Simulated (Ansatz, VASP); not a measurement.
**Ti: VASP beside Ansatz**

Contents of INCAR:

```
SYSTEM = Ti
  PREC = Accurate
  ENCUT = 520
  EDIFF = 1E-6
  ISMEAR = -1
  SIGMA = 0.05
  LREAL = .False.
  LASPH = .True.
  NELM = 80
  ALGO = Normal
  ISIF = 2
  LWAVE = .False.
  LCHARG = .False.
  GGA = PS
  NBANDS = 12
```

The input KPOINTS:

```
regular mesh
0
Gamma
  11 11 11
  0 0 0
```

Contents of POSCAR:

```
Ti
1.0
    0.0000000000      2.0163754284      2.0163754284
    2.0163754284      0.0000000000      2.0163754284
    2.0163754284      2.0163754284      0.0000000000
Ti
1
Direct
    0.0000000000      0.0000000000      0.0000000000
```

input.yaml

```yaml
crystal:
  lattice:
    - [0.0, 2.0163754284, 2.0163754284]
    - [2.0163754284, 0.0, 2.0163754284]
    - [2.0163754284, 2.0163754284, 0.0]
  atoms:
    - { symbol: Ti, position: [0.0, 0.0, 0.0] }
hamiltonian:
  xc: pbesol
  pseudopotentials: { kind: paw }
kpoints:
  mp_grid: { grid: [11, 11, 11] }
scf:
  occupations: { method: fermi_dirac, width: 0.05 }
output:
  forces: true
  stress: true
  eigenvalues: true
  write_density: true
  write_potential: true
  elf: true
  volumetric_format: npy
```

Alike in both runs: task single point; functional PBEsol; k mesh 11 × 11 × 11; occupations fermi-dirac, width 0.05 eV; no spin polarisation.

|  | VASP | Ansatz |
| --- | --- | --- |
| version | VASP 6.6.1 | Ansatz 0.2.0 |
| potentials or method | VASP PAW PBE potentials, release 64 (Ti_sv) | Ansatz PAW |
| plane-wave cutoff (eV) | 520 | 420 |
| valence electrons in the cell | 12 | 12 |

```tsv
	VASP	Ansatz	Ansatz less VASP
gap on the k mesh at the Fermi level (eV)	none	none	-
pressure (GPa)	1.5	1.8	+0.28
```

VASP's potentials were made for PBE, not for PBEsol. A gap of «none» marks a metal or a gap that the smearing closes.
